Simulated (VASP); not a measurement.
Input of a VASP 6.6.1 run:

Contents of INCAR:

```
ALGO = Normal ; EDIFF = 1E-7
ENCUT = 520 ; GGA = CA
ISIF = 2 ; ISMEAR = 0
LASPH = T ; LCHARG = F
LREAL = F ; LWAVE = F
NBANDS = 26 ; NELM = 100
PREC = Accurate ; SIGMA = 0.05
```

File KPOINTS:

```
k-points
0
Gamma
  8 8 6
```

POSCAR

```
ZnSe
1.0
    4.1030397429      0.0000000000      0.0000000000
    0.0000000000      4.1030397429      0.0000000000
    0.0000000000      0.0000000000      5.4151678808
Zn Se
2 2
Direct
    0.0000000000      0.0000000000      0.0000000000
    0.5000000000      0.5000000000      0.0000000000
    0.0000000000      0.5000000000      0.3361676647
    0.5000000000      0.0000000000      0.6638323353
```

Potentials or basis: VASP PAW LDA potentials, release 64 (Zn, Se).

Run with:

```console
$ cat potpaw_LDA.64/Zn/POTCAR potpaw_LDA.64/Se/POTCAR > POTCAR
$ mpirun -np 1 vasp_std > vasp.out
```

Predict the band gap on the k mesh.

0.24 eV.

Estimate the largest force.

2.733 eV/Å.

Forces in eV/Å, atoms in the order of the input:
```
Zn   0.000  0.000  0.000
Zn   0.000  0.000  0.000
Se   0.000  0.000 -2.733
Se   0.000  0.000  2.733
```

Caveat: the cell differs from its parent crystal (atoms shifted along a free coordinate); the cell stands under tension; forces of over 1 eV/Å act on the atoms, so gaps and moduli don't describe the material at rest. A k mesh can miss the band edges.
